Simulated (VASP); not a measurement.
Input of a VASP 6.6.1 run:

Contents of INCAR:

```
SYSTEM = Mg12H
PREC     = Accurate       ! precision mode
ENCUT    = 520            ! plane-wave cutoff, eV
EDIFF    = 1E-7           ! SCF threshold, eV
ISMEAR   = 0              ! smearing method
SIGMA    = 0.15           ! smearing width, eV
LREAL    = .False.        ! projectors in reciprocal space
LASPH    = .True.         ! aspherical terms in the spheres
NELM     = 60             ! most SCF steps
ALGO     = Normal         ! electronic algorithm
ISIF     = 2              ! what is computed and relaxed
LWAVE    = .False.        ! write WAVECAR
LCHARG   = .False.        ! write CHGCAR
GGA      = PE             ! functional
IVDW     = 12             ! dispersion correction
IBRION   = 2              ! ionic algorithm
NSW      = 80             ! ionic steps
EDIFFG   = -0.03          ! ionic threshold
```

The input KPOINTS:

```
regular mesh
0
Gamma
  3 2 3
  0 0 0
```

The input POSCAR:

```
Mg12H
1.0
    6.4200000000      0.0000000000      0.0000000000
   -4.8150000000      8.3398250000      0.0000000000
    0.0000000000      0.0000000000      5.2130400000
Mg H
12 1
Direct
    0.0000000000      0.0000000000      0.0000000000
    0.1666667000      0.2222222000      0.5000000000
    0.0000000000      0.3333333000      0.0000000000
    0.1666667000      0.5555556000      0.5000000000
    0.0000000000      0.6666667000      0.0000000000
    0.1666667000      0.8888889000      0.5000000000
    0.5000000000      0.0000000000      0.0000000000
    0.6666667000      0.2222222000      0.5000000000
    0.5000000000      0.3333333000      0.0000000000
    0.6666667000      0.5555556000      0.5000000000
    0.5000000000      0.6666667000      0.0000000000
    0.6666667000      0.8888889000      0.5000000000
   -0.0061328000      0.6573090000      0.6224941000
```

Potentials or basis: VASP PAW PBE potentials, release 64 (Mg, H).

Launch:

```sh
$ cat potpaw_PBE.64/Mg/POTCAR potpaw_PBE.64/H/POTCAR > POTCAR
$ mpirun -np 1 vasp_std > vasp.out
```

Task: Predict the energy gained by relaxing.

Result: 3.3 meV/atom.

Task: Predict the band gap on the k mesh.

Result: Zero (an odd number of electrons rules out a gap without spin polarisation).

Task: Estimate the dispersion energy per atom.

Result: -0.267 eV.

Final structure:
```
Mg H
1.0
     6.42000    0.00000    0.00000
    -4.81500    8.33982    0.00000
     0.00000    0.00000    5.21304
Mg H
12 1
Direct
  0.99969 0.99973 0.00299
  0.16262 0.21978 0.50003
  0.99987 0.33224 0.00298
  0.16862 0.54840 0.49809
  0.00009 0.66605 0.99728
  0.17190 0.89767 0.50038
  0.50058 0.99993 0.00396
  0.66931 0.22308 0.50523
  0.49677 0.33098 0.00200
  0.65511 0.54927 0.49790
  0.50018 0.66720 0.00425
  0.66752 0.88899 0.50235
  0.00158 0.66733 0.60505
```

Caveat: the k points lie up to 0.40 Å⁻¹ apart, too coarse for converged energies and pressures of a metal.
